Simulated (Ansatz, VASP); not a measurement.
Two plane-wave programs on Zn12H

```
CELL_PARAMETERS angstrom
5.32000 0.00000 0.00000
-3.99000 6.91088 0.00000
0.00000 0.00000 4.93696
ATOMIC_POSITIONS crystal
Zn 0.98534 0.00503 0.00577
Zn 0.12728 0.21548 0.48385
Zn 0.98736 0.34230 0.01066
Zn 0.15492 0.56262 0.51895
Zn 0.98931 0.67587 0.00707
Zn 0.16117 0.90024 0.52012
Zn 0.48726 0.00786 0.01748
Zn 0.66361 0.22216 0.50628
Zn 0.48730 0.34050 0.02658
Zn 0.67553 0.58661 0.48210
Zn 0.48434 0.67330 0.01039
Zn 0.64432 0.89118 0.52409
H 0.48624 0.34891 0.63134
```

Alike in both runs: functional PBE; k mesh 5 × 3 × 4; occupations gaussian, width 0.15 eV; no spin polarisation.

Ansatz relaxed the structure, and its values are those at the end. VASP's run is a single point on that final structure, the one shown.

|  | VASP | Ansatz |
| --- | --- | --- |
| version | VASP 6.6.1 | Ansatz 0.2.0 |
| potentials or method | VASP PAW PBE potentials, release 64 (Zn, H), cutoff 520 eV | scalar-relativistic, plane waves, PAW |
| valence electrons in the cell | 145 | 145 |

|  | VASP | Ansatz | Ansatz less VASP |
| --- | --- | --- | --- |
| rms of the force components (eV/Å) | 0.006 | 0.005 | -0.0012 |
